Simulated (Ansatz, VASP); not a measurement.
# NbIn2S3: VASP beside Ansatz

INCAR

```
SYSTEM = NbIn2S3
PREC = Accurate
ENCUT = 600
EDIFF = 1E-7
ISMEAR = 0
SIGMA = 0.1
LREAL = .FALSE.
LASPH = .TRUE.
NELM = 100
ALGO = Normal
ISIF = 3
LWAVE = .FALSE.
LCHARG = .FALSE.
GGA = PE
IBRION = 2
NSW = 90
EDIFFG = -0.04
```

The input KPOINTS:

```
regular mesh
0
G
  4 4 2
  0 0 0
```

The input POSCAR:

```
NbIn2S3
1.0
    3.8663725600      0.0000000000      0.0000000000
    0.0000000000      3.8663725600      0.0000000000
    0.0000000000      0.0000000000      8.2082558700
Nb In S
1 2 3
Direct
    0.0000000000      0.0000000000      0.6251500200
    0.5000000000      0.5000000000      0.7286009800
    0.0000000000      0.0000000000      0.2702390000
    0.5000000000      0.0000000000      0.9985610200
    0.0000000000      0.5000000000      0.9985610200
    0.5000000000      0.5000000000      0.3788870000
```

Input for Ansatz:

```yaml
crystal:
  lattice:
    - [3.86637256, 0.0, 0.0]
    - [0.0, 3.86637256, 0.0]
    - [0.0, 0.0, 8.20825587]
  atoms:
    - { symbol: Nb, position: [0.0, 0.0, 0.62515002] }
    - { symbol: In, position: [0.5, 0.5, 0.72860098] }
    - { symbol: In, position: [0.0, 0.0, 0.270239] }
    - { symbol: S, position: [0.5, 0.0, 0.99856102] }
    - { symbol: S, position: [0.0, 0.5, 0.99856102] }
    - { symbol: S, position: [0.5, 0.5, 0.378887] }
basis:
  ecutwfc: 420
kpoints:
  mp_grid: { grid: [4, 4, 2] }
hamiltonian:
  xc: pbe
scf:
  occupations: { method: gaussian, width: 0.1 }
  lower_state_search: "off"
output:
  forces: true
  stress: true
  eigenvalues: true
relax:
  adjacent_minimum: "off"
  f_tol: 0.04
  max_steps: 70
  cell: { stress_tol: 0.4 }
```

Change from the starting cell: species swapped into the Zr2As3S type (P4mm, No. 99).

Alike in both runs: task relaxation of cell and atoms; functional PBE; k mesh 4 × 4 × 2; occupations gaussian, width 0.1 eV; no spin polarisation.

```csv
,VASP,Ansatz
version,VASP 6.6.1,Ansatz 0.2.0
potentials or method,"VASP PAW PBE potentials, release 64 (Nb_sv, In_d, S), cutoff 600 eV","scalar-relativistic, plane waves, PAW"
valence electrons in the cell,57,57
```

Ansatz gave:

| Quantity | Value |
| --- | --- |
| gap on the k mesh at the Fermi level, each at its own relaxed structure (eV) | none |
| relaxed volume (Å³/atom) | 20.99 |
| relaxed cell length with the largest relative difference (Å) | 3.358 |

Which values does VASP return?

gap on the k mesh at the Fermi level, each at its own relaxed structure (eV): none; relaxed volume (Å³/atom): 21.80; relaxed cell length with the largest relative difference (Å): 3.450.

A gap of «none» marks a metal or a gap that the smearing closes.

The k mesh is coarse, so the values compare programs but aren't converged.
